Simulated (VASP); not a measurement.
# HC6 in VASP: a series of runs

The runs below take HC6 through single point, with LDA.

Program: VASP 6.6.1. These are calculated values, not measurements. Logs are shortened: lines on timing, memory, paths and dates and some standing lists are left out, and cuts for length are marked.

## (1) The cell of the first run

The cell holds a wire or tube with vacuum around it, 14 atoms: a = 4.890 Å, b = 8.870 Å, c = 22.747 Å, α = 90.00°, β = 90.00°, γ = 97.92°.

## (2) Single point, LDA

INCAR

```
SYSTEM = HC6
PREC     = Accurate       ! precision mode
ENCUT    = 520            ! plane-wave cutoff, eV
EDIFF    = 1E-6           ! SCF threshold, eV
ISMEAR   = 0              ! smearing method
SIGMA    = 0.1            ! smearing width, eV
LREAL    = .FALSE.        ! projectors in reciprocal space
LASPH    = .TRUE.         ! aspherical terms in the spheres
NELM     = 100            ! most SCF steps
ALGO     = Normal         ! electronic algorithm
ISIF     = 2              ! what is computed and relaxed
LWAVE    = .FALSE.        ! write WAVECAR
LCHARG   = .TRUE.         ! write CHGCAR
LDIPOL   = .TRUE.       
IDIPOL   = 3            
DIPOL    = 0.5 0.5 0.309
LELF     = .TRUE.         ! ELF
LVHAR    = .TRUE.       
LVACPOTAV= .TRUE.       
NBANDS   = 38             ! bands
```

KPOINTS

```
regular mesh
0
G
  6 3 1
  0 0 0
```

POSCAR

```
HC6
1.0
    4.8895256614      0.0000000000      0.0000000000
   -1.2223814153      8.7849592876      0.0000000000
    0.0000000000      0.0000000000     22.7474729025
C H
12 2
Direct
    0.0193612757      0.0774451030      0.1758437088
    0.5193612758      0.0774451030      0.1758437088
    0.2742015947      0.0968063788      0.2059542860
    0.7742015947      0.0968063788      0.2059542860
    0.2838822326      0.1355289303      0.2661754406
    0.7838822326      0.1355289303      0.2661754406
    0.0386279421      0.1545151615      0.2955067254
    0.5386279421      0.1545151615      0.2955067254
    0.0488684834      0.1954807970      0.3583587359
    0.5488684834      0.1954807970      0.3583587359
    0.3031723044      0.2126952264      0.3845470194
    0.8031723044      0.2126952264      0.3845470194
    0.0488684834      0.1532015300      0.4746669201
    0.0488684834      0.2377600640      0.4746669201
```

Potentials or basis: VASP PAW LDA potentials, release 64 (C, H).

The run is started by

```bash
cat potpaw_LDA.64/C/POTCAR potpaw_LDA.64/H/POTCAR > POTCAR
mpirun -np 1 vasp_std > vasp.out
```

OUTCAR:

```text
SYSTEM = HC6
   PREC = Accurate
   ENCUT = 520
   EDIFF = 1E-6
   ISMEAR = 0
   LREAL = .FALSE.
   LASPH = .TRUE.
   NELM = 100
   ISIF = 2

 ion  position               nearest neighbor table
   1  0.019  0.077  0.176-   4 1.41   3 1.41
   2  0.519  0.077  0.176-   4 1.41   3 1.41
   3  0.274  0.097  0.206-   2 1.41   1 1.41   5 1.41
   4  0.774  0.097  0.206-   1 1.41   2 1.41   6 1.41
   5  0.284  0.136  0.266-   8 1.40   7 1.40   3 1.41
   6  0.784  0.136  0.266-   7 1.40   8 1.40   4 1.41
   7  0.039  0.155  0.296-   6 1.40   5 1.40   9 1.47
   8  0.539  0.155  0.296-   5 1.40   6 1.40  10 1.47
   9  0.049  0.195  0.358-  12 1.37  11 1.37   7 1.47
  10  0.549  0.195  0.358-  11 1.37  12 1.37   8 1.47
  11  0.303  0.213  0.385-  10 1.37   9 1.37
  12  0.803  0.213  0.385-   9 1.37  10 1.37
  13  0.049  0.153  0.475-  14 0.75
  14  0.049  0.238  0.475-  13 0.75

  LATTYP: Found a simple monoclinic cell.
 ALAT       =     4.8895256614
 B/A-ratio  =     4.6522862293
 C/A-ratio  =     1.8139991911
 COS(beta)  =    -0.1378170405

  Lattice vectors:

 A1 = (   4.8895256614,   0.0000000000,   0.0000000000)
 A2 = (   0.0000000000,   0.0000000000, -22.7474729025)
 A3 = (  -1.2223814153,   8.7849592876,   0.0000000000)

Analysis of symmetry for initial positions (statically):
=====================================================================
 Subroutine PRICEL returns:
 Original cell was already a primitive cell.

 Routine SETGRP: Setting up the symmetry group for a
 simple monoclinic supercell.

 Subroutine GETGRP returns: Found  1 space group operations
 (whereof  1 operations were pure point group operations)
 out of a pool of  4 trial point group operations.

The static configuration has the point symmetry C_1 .

Analysis of symmetry for dynamics (positions and initial velocities):
=====================================================================
 Subroutine PRICEL returns:
 Original cell was already a primitive cell.

 Routine SETGRP: Setting up the symmetry group for a
 simple monoclinic supercell.

 Subroutine GETGRP returns: Found  1 space group operations
[... 125 lines left out ...]
   EMIN   =  10.00;   EMAX   =-10.00  energy-range for DOS
   EFERMI =   0.00;   METHOD = LEGACY
   ISMEAR =     0;   SIGMA  =   0.10  broadening in eV -4-tet -1-fermi 0-gaus
   EFERMI_NEDOS =   21; number of points for ismear=-14 and -15
   IALGO  =     38    algorithm
   IMIX   =      4    mixing-type and parameters
     AMIX     =   0.40;   BMIX     =  1.00
     AMIX_MAG =   1.60;   BMIX_MAG =  1.00
  volume/ion in A,a.u.               =      69.79       470.99
  Fermi-wavevector in a.u.,A,eV,Ry     =   0.607787  1.148551  5.026066  0.369405
  Thomas-Fermi vector in A             =   1.662378
   LORBIT       =      0    0 simple, 1 ext, 2 COOP (PROOUT), +10 PAW based schemes
   GGA     = CA    functional components
   LHFCALC =     F    Hartree Fock is set to
   AEXX    =    0.0000 exact exchange contribution
   IVDW    =     0    specifies the selected vdW correction
   LEPSILON=     F    determine dielectric tensor
   LRPA    =     F    only Hartree local field effects (RPA)
 non-spin polarized calculation
 Gauss-broadening in eV      SIGMA  =   0.10
  energy-cutoff  :      520.00
  volume of cell :      977.10
 maximum number of plane-waves:     26378
   NGX = 19   NGY = 33   NGZ = 85

 dipolmoment           0.000000      0.000000      0.126873 electrons x Angstroem

 number of electron      49.9999998 magnetization

 dipolmoment           0.000000      0.000000     -0.238714 electrons x Angstroem

 Free energy of the ion-electron system (eV)
  ---------------------------------------------------
  ext. energy  EPLUGINS =         0.00000000
  ---------------------------------------------------
  free energy    TOTEN  =      -113.97760942 eV

  energy without entropy =     -113.92100793  energy(sigma->0) =     -113.94930867

 E-fermi :  -4.6495     XC(G=0):  -1.9448

 val. band max:       -4.6749221806   @ k =   0.5000   0.3333   0.0000
 cond. band min:      -4.6236607948   @ k =   0.3333   0.0000   0.0000
 fundamental gap:      0.0512613858
 Fermi energy:        -4.6494740939

 k-point     1 :       0.0000    0.0000    0.0000
  band No.  band energies     occupation
      1     -23.4443      2.00000
      2     -21.7334      2.00000
      3     -19.2797      2.00000
      4     -19.2050      2.00000
      5     -19.1966      2.00000
      6     -17.6268      2.00000
[... 389 lines left out ...]
     36       1.3582      0.00000
     37       1.8627      0.00000
 [bands above 37 left out]

------------------------ aborting loop because EDIFF is reached ----------------------------------------

  FORCE on cell =-STRESS in cart. coord.  units (eV):
  Direction    XX          YY          ZZ          XY          YZ          ZX
  --------------------------------------------------------------------------------------
  -------------------------------------------------------------------------------------
  Total        0.3943258      0.7178522      1.8057541     -0.1542630      0.6620691     -0.0144378
  in kB        0.6465857      1.1770800      2.9609396     -0.2529489      1.0856110     -0.0236740
  external PRESSURE =       1.5948684 kB  Pullay stress =       0.0000000 kB

 VOLUME and BASIS-vectors are now :
 -----------------------------------------------------------------------------
  energy-cutoff  :      520.00
  volume of cell :      977.10
      direct lattice vectors                 reciprocal lattice vectors
     4.889525661  0.000000000  0.000000000     0.204518816  0.028457730  0.000000000
    -1.222381415  8.784959288  0.000000000     0.000000000  0.113830920  0.000000000
     0.000000000  0.000000000 22.747472903     0.000000000  0.000000000  0.043960927

 POSITION                                       TOTAL-FORCE (eV/Angst)
 -----------------------------------------------------------------------------------
     -0.00000      0.68035      4.00000        -0.001744      0.389247      1.619068
      2.44476      0.68035      4.00000         0.001450      0.405971      1.543789
      1.22238      0.85044      4.68494         0.052233     -0.797205     -3.130835
      3.66714      0.85044      4.68494        -0.052023     -0.797527     -3.129589
      1.22238      1.19062      6.05482         0.142311      0.341199      1.378140
      3.66714      1.19062      6.05482        -0.142792      0.342759      1.380731
     -0.00000      1.35741      6.72203         0.002195      0.170485      0.283055
      2.44476      1.35741      6.72203        -0.001306      0.023035      0.013414
     -0.00001      1.71729      8.15176        -0.000017      0.151319      0.483036
      2.44475      1.71729      8.15176         0.000590     -0.174200     -0.798697
      1.22237      1.86852      8.74747         0.481286     -0.096163      0.321751
      3.66714      1.86852      8.74747        -0.475540     -0.049498      0.348358
      0.05167      1.34587     10.79747         0.206310     -0.907171     -0.102820
     -0.05169      2.08871     10.79747        -0.212955      0.997750     -0.209400
 -----------------------------------------------------------------------------------
    total drift:                                0.000596      0.000174     -0.000140

  FREE ENERGIE OF THE ION-ELECTRON SYSTEM (eV)
  ---------------------------------------------------
  free  energy   TOTEN  =      -113.9776094171 eV

  energy  without entropy=     -113.9210079313  energy(sigma->0) =     -113.94930867

 vacuum level on the upper side and lower side of the slab         0.763         1.768
```

It took 8.5 min on 1 thread of Intel Xeon Platinum 8559C (Emerald Rapids), shared host; peak memory 0.79 GiB.

What came out:

| Property | Result |
| --- | --- |
| Free energy | -113.9776 eV |
| Largest force | 3.231 eV/Å |
| Band gap on the k mesh | 0.05 eV (least direct gap 0.07 eV) |

Forces in eV/Å, atoms in the order of the input:
```
C   -0.002  0.389  1.619
C    0.001  0.406  1.544
C    0.052 -0.797 -3.131
C   -0.052 -0.798 -3.130
C    0.142  0.341  1.378
C   -0.143  0.343  1.381
C    0.002  0.170  0.283
C   -0.001  0.023  0.013
C    0.000  0.151  0.483
C    0.001 -0.174 -0.799
C    0.481 -0.096  0.322
C   -0.476 -0.049  0.348
H    0.206 -0.907 -0.103
H   -0.213  0.998 -0.209
```

Levels at points of the mesh, in eV from the valence-band top:
```tsv
k point	band 23	band 24	band 25	band 26	band 27	band 28
(0.00, 0.00, 0.00)	-0.71	-0.25	-0.17	0.27	0.73	0.87
(0.50, 0.00, 0.00)	-1.79	-0.31	0.00	0.07	0.23	2.86
```

## (3) Single point, LDA

INCAR

```
PREC     = Accurate       # precision mode
ENCUT    = 520            # plane-wave cutoff, eV
EDIFF    = 1E-6           # SCF threshold, eV
ISMEAR   = 0              # smearing method
SIGMA    = 0.1            # smearing width, eV
LREAL    = F              # projectors in reciprocal space
LASPH    = T              # aspherical terms in the spheres
NELM     = 60             # most SCF steps
ALGO     = Normal         # electronic algorithm
ISIF     = 2              # what is computed and relaxed
LWAVE    = F              # write WAVECAR
LCHARG   = F              # write CHGCAR
LDIPOL   = T            
IDIPOL   = 3            
DIPOL    = 0.5 0.5 0.315
NBANDS   = 38             # bands
```

KPOINTS

```
regular mesh
0
Gamma
  6 3 1
```

POSCAR: that of step 2 with these lines changed.

```diff
@@ -20,3 +20,3 @@
     0.8031723044      0.2126952264      0.3845470194
-    0.0488684834      0.1532015300      0.4746669201
-    0.0488684834      0.2377600640      0.4746669201
+    0.0488684834      0.1532015300      0.5164298009
+    0.0488684834      0.2377600640      0.5164298009
```

Potentials or basis: VASP PAW LDA potentials, release 64 (C, H).

The run is started by

```bash
cat potpaw_LDA.64/C/POTCAR potpaw_LDA.64/H/POTCAR > POTCAR
mpirun -np 1 vasp_std > vasp.out
```

OUTCAR:

```text
PREC = Accurate
   ENCUT = 520
   EDIFF = 1E-6
   ISMEAR = 0
   LREAL = F
   LASPH = T
   NELM = 60
   ISIF = 2

 ion  position               nearest neighbor table
   1  0.019  0.077  0.176-   4 1.41   3 1.41
   2  0.519  0.077  0.176-   4 1.41   3 1.41
   3  0.274  0.097  0.206-   2 1.41   1 1.41   5 1.41
   4  0.774  0.097  0.206-   1 1.41   2 1.41   6 1.41
   5  0.284  0.136  0.266-   8 1.40   7 1.40   3 1.41
   6  0.784  0.136  0.266-   7 1.40   8 1.40   4 1.41
   7  0.039  0.155  0.296-   6 1.40   5 1.40   9 1.47
   8  0.539  0.155  0.296-   5 1.40   6 1.40  10 1.47
   9  0.049  0.195  0.358-  12 1.37  11 1.37   7 1.47
  10  0.549  0.195  0.358-  11 1.37  12 1.37   8 1.47
  11  0.303  0.213  0.385-  10 1.37   9 1.37
  12  0.803  0.213  0.385-   9 1.37  10 1.37
  13  0.049  0.153  0.516-  14 0.75
  14  0.049  0.238  0.516-  13 0.75

  LATTYP: Found a simple monoclinic cell.
 ALAT       =     4.8895256614
 B/A-ratio  =     4.6522862293
 C/A-ratio  =     1.8139991911
[... 604 lines left out ...]

 vacuum level on the upper side and lower side of the slab       (xc-potential included)        -0.279         0.207

  FORCE on cell =-STRESS in cart. coord.  units (eV):
  Direction    XX          YY          ZZ          XY          YZ          ZX
  --------------------------------------------------------------------------------------
  -------------------------------------------------------------------------------------
  Total        0.3769697      0.5005739      2.0400029     -0.0655517      0.6207175     -0.0007812
  in kB        0.6181265      0.8208034      3.3450432     -0.1074867      1.0178058     -0.0012810
  external PRESSURE =       1.5946577 kB  Pullay stress =       0.0000000 kB

 VOLUME and BASIS-vectors are now :
 -----------------------------------------------------------------------------
  energy-cutoff  :      520.00
  volume of cell :      977.10
      direct lattice vectors                 reciprocal lattice vectors
     4.889525661  0.000000000  0.000000000     0.204518816  0.028457730  0.000000000
    -1.222381415  8.784959288  0.000000000     0.000000000  0.113830920  0.000000000
     0.000000000  0.000000000 22.747472903     0.000000000  0.000000000  0.043960927

 POSITION                                       TOTAL-FORCE (eV/Angst)
 -----------------------------------------------------------------------------------
     -0.00000      0.68035      4.00000        -0.000375      0.413534      1.687045
      2.44476      0.68035      4.00000         0.000045      0.411894      1.675842
      1.22238      0.85044      4.68494         0.005510     -0.813879     -3.268621
      3.66714      0.85044      4.68494        -0.005174     -0.813929     -3.268393
      1.22238      1.19062      6.05482         0.023556      0.376644      1.494633
      3.66714      1.19062      6.05482        -0.024208      0.376662      1.495000
     -0.00000      1.35741      6.72203         0.000573      0.016668      0.044941
      2.44476      1.35741      6.72203        -0.000088      0.002969      0.002672
     -0.00001      1.71729      8.15176         0.000105      0.036525      0.154810
      2.44475      1.71729      8.15176         0.000070     -0.030337     -0.127190
      1.22237      1.86852      8.74747         0.107365      0.008432      0.094721
      3.66714      1.86852      8.74747        -0.106961      0.013114      0.098990
      0.05167      1.34587     11.74747         0.089143     -0.590434     -0.028811
     -0.05169      2.08871     11.74747        -0.089561      0.592139     -0.055640
 -----------------------------------------------------------------------------------
    total drift:                                0.000586      0.000188     -0.000135

  FREE ENERGIE OF THE ION-ELECTRON SYSTEM (eV)
  ---------------------------------------------------
  free  energy   TOTEN  =      -113.8004246777 eV

  energy  without entropy=     -113.7405647614  energy(sigma->0) =     -113.77049472

 vacuum level on the upper side and lower side of the slab         1.019         1.512
```

It took 11 min on 1 thread of Intel Xeon Platinum 8559C (Emerald Rapids), shared host; peak memory 0.78 GiB.

What came out:

```yaml
Free_energy: -113.8004 eV
Largest_force: 3.368 eV/Å
Band_gap_on_the_k_mesh: 0.08 eV
```

Forces in eV/Å, atoms in the order of the input:
```
C    0.000  0.414  1.687
C    0.000  0.412  1.676
C    0.006 -0.814 -3.269
C   -0.005 -0.814 -3.268
C    0.024  0.377  1.495
C   -0.024  0.377  1.495
C    0.001  0.017  0.045
C    0.000  0.003  0.003
C    0.000  0.037  0.155
C    0.000 -0.030 -0.127
C    0.107  0.008  0.095
C   -0.107  0.013  0.099
H    0.089 -0.590 -0.029
H   -0.090  0.592 -0.056
```

## (4) Single point, LDA

INCAR

```
ALGO     = Normal         # electronic algorithm
DIPOL    = 0.5 0.5 0.303
EDIFF    = 1E-6           # SCF threshold, eV
ENCUT    = 520            # plane-wave cutoff, eV
GGA      = CA             # functional
IDIPOL   = 3            
ISIF     = 2              # what is computed and relaxed
ISMEAR   = 0              # smearing method
LASPH    = T              # aspherical terms in the spheres
LCHARG   = F              # write CHGCAR
LDIPOL   = T            
LREAL    = F              # projectors in reciprocal space
LWAVE    = F              # write WAVECAR
NBANDS   = 38             # bands
NELM     = 80             # most SCF steps
PREC     = Accurate       # precision mode
SIGMA    = 0.1            # smearing width, eV
```

KPOINTS

```
k-points
0
Gamma
  6 3 1
```

POSCAR: that of step 3 with these lines changed.

```diff
@@ -20,3 +20,3 @@
     0.8031723044      0.2126952264      0.3845470194
-    0.0488684834      0.1532015300      0.5164298009
-    0.0488684834      0.2377600640      0.5164298009
+    0.0488684834      0.0460940537      0.4324644300
+    0.0488684834      0.3448675403      0.4324644300
```

The run is started by

```bash
cat potpaw_LDA.64/C/POTCAR potpaw_LDA.64/H/POTCAR > POTCAR
mpirun -np 1 vasp_std > vasp.out
```

It took 25 min on 1 thread of Intel Xeon 8259CL, shared host; peak memory 0.79 GiB.

It converged, with:

```yaml
Free_energy: -111.1898 eV
Largest_force: 3.659 eV/Å
Band_gap_on_the_k_mesh: 0.04 eV
```

Forces in eV/Å, atoms in the order of the input:
```
C    0.023  0.496  2.071
C    0.005  0.584  1.961
C    0.073 -0.814 -3.297
C   -0.103 -0.988 -3.501
C    0.227  0.156  1.036
C   -0.208  0.360  1.163
C    0.019  0.411  1.000
C   -0.028  0.052  0.326
C   -0.180 -1.246 -3.417
C    0.225 -0.282 -1.149
C   -0.710 -0.607  2.670
C    1.018  2.356  2.608
H    1.178  1.487 -0.494
H   -1.538 -1.966 -0.977
```

Levels at points of the mesh, in eV from the valence-band top:
| k point | band 23 | band 24 | band 25 | band 26 | band 27 | band 28 |
| --- | --- | --- | --- | --- | --- | --- |
| (0.00, 0.00, 0.00) | -0.77 | -0.20 | 0.00 | 0.20 | 0.37 | 0.91 |
| (0.50, 0.00, 0.00) | -1.63 | -0.33 | 0.00 | 0.04 | 0.69 | 2.33 |

Caveat: the smearing spreads over this small gap.

(Part 1 of 2 ends here.)

The gap in the log of VASP goes by the Fermi energy; the results here count the filled bands.